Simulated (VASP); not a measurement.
# GaN (P6_3mc) in VASP: further runs, part 2 of 2

VASP 6.6.1.

### 3 Single point, PBEsol

This run uses another cell than the first one, of 11.63 Å³/atom, 1.011 times its volume.

File INCAR:

```
PREC = Accurate
ENCUT = 520
EDIFF = 1E-6
ISMEAR = 0
SIGMA = 0.02
LREAL = F
LASPH = T
NELM = 80
ALGO = Normal
ISIF = 2
LWAVE = F
LCHARG = F
GGA = PS
NBANDS = 26
```

File KPOINTS:

```
Automatic mesh
0
Gamma
  9 9 5
```

File POSCAR:

```
GaN
1.0
    3.2300235096      0.0000000000      0.0000000000
   -1.6150117548      2.7972824142      0.0000000000
    0.0000000000      0.0000000000      5.1478783725
Ga N
2 2
Direct
    0.3333333333      0.6666666667     -0.0026223193
    0.6666666667      0.3333333333      0.4973776807
    0.3333333333      0.6666666667      0.3776223193
    0.6666666667      0.3333333333      0.8776223193
```

Potentials or basis: VASP PAW PBE potentials, release 64 (Ga_d, N).

Run with:

```bash
cat potpaw_PBE.64/Ga_d/POTCAR potpaw_PBE.64/N/POTCAR > POTCAR
mpirun -np 1 vasp_std > vasp.out
```

OUTCAR:

```text
PREC = Accurate
   ENCUT = 520
   EDIFF = 1E-6
   ISMEAR = 0
   LREAL = F
   LASPH = T
   NELM = 80
   ISIF = 2
   GGA = PS

 ion  position               nearest neighbor table
   1  0.333  0.667  0.997-   3 1.96   4 1.96   4 1.96   4 1.96
   2  0.667  0.333  0.497-   4 1.96   3 1.96   3 1.96   3 1.96
   3  0.333  0.667  0.378-   1 1.96   2 1.96   2 1.96   2 1.96
   4  0.667  0.333  0.878-   2 1.96   1 1.96   1 1.96   1 1.96

  LATTYP: Found a hexagonal cell.
 ALAT       =     3.2300235096
 C/A-ratio  =     1.5937587938

  Lattice vectors:

 A1 = (   3.2300235096,   0.0000000000,   0.0000000000)
 A2 = (  -1.6150117548,   2.7972824142,   0.0000000000)
 A3 = (   0.0000000000,   0.0000000000,   5.1478783725)

Analysis of symmetry for initial positions (statically):
=====================================================================
 Subroutine PRICEL returns:
 Original cell was already a primitive cell.

 Routine SETGRP: Setting up the symmetry group for a
 hexagonal supercell.

 Subroutine GETGRP returns: Found 12 space group operations
 (whereof  6 operations were pure point group operations)
 out of a pool of 24 trial point group operations.

The static configuration has the point symmetry C_3v.
 The point group associated with its full space group is C_6v.

Analysis of symmetry for dynamics (positions and initial velocities):
=====================================================================
 Subroutine PRICEL returns:
 Original cell was already a primitive cell.

 Routine SETGRP: Setting up the symmetry group for a
 hexagonal supercell.

 Subroutine GETGRP returns: Found 12 space group operations
 (whereof  6 operations were pure point group operations)
 out of a pool of 24 trial point group operations.

The dynamic configuration has the point symmetry C_3v.
 The point group associated with its full space group is C_6v.

 Subroutine INISYM returns: Found 12 space group operations
 (whereof  6 operations are pure point group operations),
 and found     1 'primitive' translations

----------------------------------------------------------------------------------------

                                     Primitive cell

  volume of cell :      46.5126

  direct lattice vectors                    reciprocal lattice vectors
     3.230023510  0.000000000  0.000000000     0.309595270  0.178744912  0.000000000
    -1.615011755  2.797282414  0.000000000     0.000000000  0.357489825  0.000000000
     0.000000000  0.000000000  5.147878373     0.000000000  0.000000000  0.194254784

  length of vectors
     3.230023510  3.230023510  5.147878373     0.357489825  0.357489825  0.194254784

  position of ions in fractional coordinates (direct lattice)
     0.333333333  0.666666667  0.997377681
     0.666666667  0.333333333  0.497377681
     0.333333333  0.666666667  0.377622319
     0.666666667  0.333333333  0.877622319

  ion indices of the primitive-cell ions
   primitive index   ion index
                 1           1
                 2           2
                 3           3
                 4           4

----------------------------------------------------------------------------------------

 KPOINTS: Automatic mesh

Automatic generation of k-mesh.
 Grid dimensions read from file:
 generate k-points for:    9    9    5

 Generating k-lattice:

  Cartesian coordinates                     Fractional coordinates (reciprocal lattice)
     0.034399474  0.019860546  0.000000000     0.111111111  0.000000000  0.000000000
     0.000000000  0.039721092  0.000000000     0.000000000  0.111111111  0.000000000
     0.000000000  0.000000000  0.038850957     0.000000000  0.000000000  0.200000000

  Length of vectors
     0.039721092  0.039721092  0.038850957

  Shift w.r.t. Gamma in fractional coordinates (k-lattice)
     0.000000000  0.000000000  0.000000000

 Subroutine IBZKPT returns following result:
 ===========================================

 Found     36 irreducible k-points:

 Following reciprocal coordinates:
            Coordinates               Weight
  0.000000  0.000000  0.000000      1.000000
  0.111111  0.000000  0.000000      6.000000
  0.222222  0.000000  0.000000      6.000000
  0.333333  0.000000  0.000000      6.000000
  0.444444  0.000000  0.000000      6.000000
  0.111111  0.111111  0.000000      6.000000
[... 16 lines left out ...]
  0.333333  0.222222  0.200000     24.000000
  0.333333  0.333333  0.200000      4.000000
 [... further k-points ...]
   k-points           NKPTS =     36   k-points in BZ     NKDIM =     36   number of bands    NBANDS=     26
   number of dos      NEDOS =    301   number of ions     NIONS =      4
   total plane-waves  NPLWV =  23040
   dimension x,y,z NGX =    24 NGY =   24 NGZ =   40
   dimension x,y,z NGXF=    48 NGYF=   48 NGZF=   80
   ions per type =               2   2
   NGX,Y,Z   is equivalent  to a cutoff of  12.35, 12.35, 12.92 a.u.
   NGXF,Y,Z  is equivalent  to a cutoff of  24.71, 24.71, 25.84 a.u.
 SYSTEM =  unknown system
   PREC   = accura    normal or accurate (medium, high low for compatibility)
   ISTART =      0    job   : 0-new  1-cont  2-samecut
   ICHARG =      2    charge: 1-file 2-atom 10-const
   ISPIN  =      1    spin polarized calculation?
   LNONCOLLINEAR =      F non collinear calculations
   LSORBIT =      F    spin-orbit coupling
   LASPH  =      T    aspherical Exc in radial PAW
   ENCUT  =  520.0 eV  38.22 Ry    6.18 a.u.   6.01  6.01  9.57*2*pi/ulx,y,z
   NELM   =     80;   NELMIN=  2; NELMDL= -5     # of ELM steps
   EDIFF  = 0.1E-05   stopping-criterion for ELM
   LREAL  =      F    real-space projection
   EDIFFG = 0.1E-04   stopping-criterion for IOM
   NSW    =      0    number of steps for IOM
   IBRION =     -1    ionic relax: 0-MD 1-quasi-New 2-CG
   NFREE  =      0    steps in history (QN), initial steepest desc. (CG)
   ISIF   =      2    stress and relaxation
   ISYM   =      2    0-nonsym 1-usesym 2-fastsym
   POTIM  = 0.5000    time-step for ionic-motion
   TEBEG  =    0.0;   TEEND  =   0.0 temperature during run
   PSTRESS=    0.0 pullay stress
   NELECT =      36.0000    total number of electrons
   NUPDOWN=      -1.0000    fix difference up-down
   EMIN   =  10.00;   EMAX   =-10.00  energy-range for DOS
   EFERMI =   0.00;   METHOD = LEGACY
   ISMEAR =     0;   SIGMA  =   0.02  broadening in eV -4-tet -1-fermi 0-gaus
   EFERMI_NEDOS =   21; number of points for ismear=-14 and -15
   IALGO  =     38    algorithm
   IMIX   =      4    mixing-type and parameters
     AMIX     =   0.40;   BMIX     =  1.00
     AMIX_MAG =   1.60;   BMIX_MAG =  1.00
  volume/ion in A,a.u.               =      11.63        78.47
  Fermi-wavevector in a.u.,A,eV,Ry     =   1.503092  2.840432 30.739448  2.259286
  Thomas-Fermi vector in A             =   2.614247
   LORBIT       =      0    0 simple, 1 ext, 2 COOP (PROOUT), +10 PAW based schemes
   GGA     = PS    functional components
   LHFCALC =     F    Hartree Fock is set to
   AEXX    =    0.0000 exact exchange contribution
   IVDW    =     0    specifies the selected vdW correction
   LEPSILON=     F    determine dielectric tensor
   LRPA    =     F    only Hartree local field effects (RPA)
 non-spin polarized calculation
 Gauss-broadening in eV      SIGMA  =   0.02
  energy-cutoff  :      520.00
  volume of cell :       46.51
 maximum number of plane-waves:      1272
   NGX = 13   NGY = 13   NGZ = 19

 number of electron      35.9999981 magnetization

 Free energy of the ion-electron system (eV)
  ---------------------------------------------------
  ext. energy  EPLUGINS =         0.00000000
  ---------------------------------------------------
  free energy    TOTEN  =       -26.24144869 eV

  energy without entropy =      -26.24144869  energy(sigma->0) =      -26.24144869

 E-fermi :   5.2149     XC(G=0): -11.8081

 val. band max:        5.0393855414   @ k =   0.0000   0.0000   0.0000
 cond. band min:       6.7672983348   @ k =   0.0000   0.0000   0.0000
 fundamental gap:      1.7279127933
 Fermi energy:         5.2148777094

 k-point     1 :       0.0000    0.0000    0.0000
  band No.  band energies     occupation
      1     -10.8293      2.00000
      2      -9.9273      2.00000
      3      -8.3862      2.00000
      4      -8.3770      2.00000
      5      -8.3770      2.00000
      6      -8.3160      2.00000
[... 18 lines left out ...]
     25      16.3562      0.00000
     26      16.3562      0.00000
[... 644 lines left out ...]
      4      -8.2236      2.00000
      5      -8.2236      2.00000
      6      -8.1684      2.00000
[... 18 lines left out ...]
     25      17.7318      0.00000
     26      17.9457      0.00000

 [... further k-points ...]
[... 5 lines left out ...]
  --------------------------------------------------------------------------------------
  -------------------------------------------------------------------------------------
  Total       -1.8390782     -1.8390782     -0.0735864      0.0000000      0.0000000      0.0000000
  in kB      -63.3491083    -63.3491083     -2.5347674      0.0000000      0.0000000      0.0000000
  external PRESSURE =     -43.0776614 kB  Pullay stress =       0.0000000 kB

 VOLUME and BASIS-vectors are now :
 -----------------------------------------------------------------------------
  energy-cutoff  :      520.00
  volume of cell :       46.51
      direct lattice vectors                 reciprocal lattice vectors
     3.230023510  0.000000000  0.000000000     0.309595270  0.178744912  0.000000000
    -1.615011755  2.797282414  0.000000000     0.000000000  0.357489825  0.000000000
     0.000000000  0.000000000  5.147878373     0.000000000  0.000000000  0.194254784

 POSITION                                       TOTAL-FORCE (eV/Angst)
 -----------------------------------------------------------------------------------
     -0.00000      1.86485      5.13438         0.000000      0.000000      0.001778
      1.61501      0.93243      2.56044         0.000000      0.000000      0.001778
     -0.00000      1.86485      1.94395         0.000000     -0.000000     -0.001778
      1.61501      0.93243      4.51789        -0.000000      0.000000     -0.001778
 -----------------------------------------------------------------------------------
    total drift:                               -0.000001     -0.000001     -0.002154

  FREE ENERGIE OF THE ION-ELECTRON SYSTEM (eV)
  ---------------------------------------------------
  free  energy   TOTEN  =       -26.2414486876 eV

  energy  without entropy=      -26.2414486876  energy(sigma->0) =      -26.24144869
```

OSZICAR:

```text
N       E                     dE             d eps       ncg     rms          rms(c)
DAV:   1     0.277637835653E+03    0.27764E+03   -0.17523E+04  1996   0.257E+03
DAV:   2     0.673734395661E+01   -0.27090E+03   -0.25587E+03  2048   0.485E+02
DAV:   3    -0.286009351092E+02   -0.35338E+02   -0.34838E+02  2250   0.143E+02
DAV:   4    -0.297867390920E+02   -0.11858E+01   -0.11803E+01  2138   0.282E+01
DAV:   5    -0.298143201739E+02   -0.27581E-01   -0.27557E-01  2418   0.423E+00    0.101E+01
DAV:   6    -0.262375568891E+02    0.35768E+01   -0.86965E+00  3058   0.478E+01    0.310E+00
DAV:   7    -0.262838689765E+02   -0.46312E-01   -0.11660E+00  2018   0.798E+00    0.259E+00
DAV:   8    -0.262617697972E+02    0.22099E-01   -0.19302E-01  3074   0.469E+00    0.120E+00
DAV:   9    -0.262410005324E+02    0.20769E-01   -0.54003E-02  2996   0.367E+00    0.390E-01
DAV:  10    -0.262414789528E+02   -0.47842E-03   -0.65055E-03  1962   0.521E-01    0.147E-01
DAV:  11    -0.262414458081E+02    0.33145E-04   -0.43759E-04  2798   0.418E-01    0.810E-02
DAV:  12    -0.262414496621E+02   -0.38541E-05   -0.56085E-05  1986   0.523E-02    0.898E-02
DAV:  13    -0.262414486876E+02    0.97449E-06   -0.16086E-06  1728   0.104E-02
   1 F= -.26241449E+02 E0= -.26241449E+02  d E =-.101634E-37
```

Wall time 32 s (1 thread of Intel Xeon 6975P-C (Granite Rapids), shared host); peak memory 0.17 GiB.

What came out:

| Quantity | Value |
| --- | --- |
| Free energy | -26.2414 eV |
| Pressure | -4.3 GPa |
| Band gap on the k mesh | 1.73 eV, direct |

Stress tensor (GPa, compression positive):
```
-6.33  0.00  0.00
 0.00 -6.33  0.00
 0.00  0.00 -0.25
```

Caveat: the PAW data sets were made with another functional, which shifts forces and pressure a little.
